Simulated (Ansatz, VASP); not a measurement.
# Two plane-wave programs on MgGa3As3

```xyz
7
Lattice="3.8393 0.0013 -0.0060 0.0014 4.1126 -0.0030 -0.0155 -0.0074 10.2967" Properties=species:S:1:pos:R:3 pbc="T T T"
Mg    1.9215    0.1446   -0.0017
Ga    1.9158    2.1319    2.0329
Ga    1.9083    2.1197    8.2555
Ga   -0.0082   -0.5694    5.1465
As    1.9119    0.0583    3.4603
As    0.0018    2.2242   -0.0027
As    1.9107    0.0441    6.8313
```

Change from the starting cell: cell x1, atoms moved at random (sigma 0.1 Å) and cell strained at random (1.5 %), then relaxed without symmetry.

Alike in both runs: functional PBE; k mesh 6 × 6 × 2; occupations gaussian, width 0.2 eV; no spin polarisation.

Ansatz relaxed the structure, and its values are those at the end. VASP's run is a single point on that final structure, the one shown.

```csv
,VASP,Ansatz
version,VASP 6.6.1,Ansatz 0.2.0
potentials or method,"VASP PAW PBE potentials, release 64 (Mg, Ga_d, As), cutoff 520 eV","scalar-relativistic, plane waves, PAW"
valence electrons in the cell,56,94
```

```tsv
	VASP	Ansatz	Ansatz less VASP
gap on the k mesh at the Fermi level (eV)	none	none	-
pressure (GPa)	0.0	-0.1	-0.09
rms of the force components (eV/Å)	0.013	0.007	-0.0055
```

A gap of «none» marks a metal or a gap that the smearing closes. With one functional, cell and mesh, what is left measures potentials, basis and numerics. VASP's potentials hold 56 valence electrons a cell and Ansatz's 94, so a difference there can come from the potentials and not from the codes.
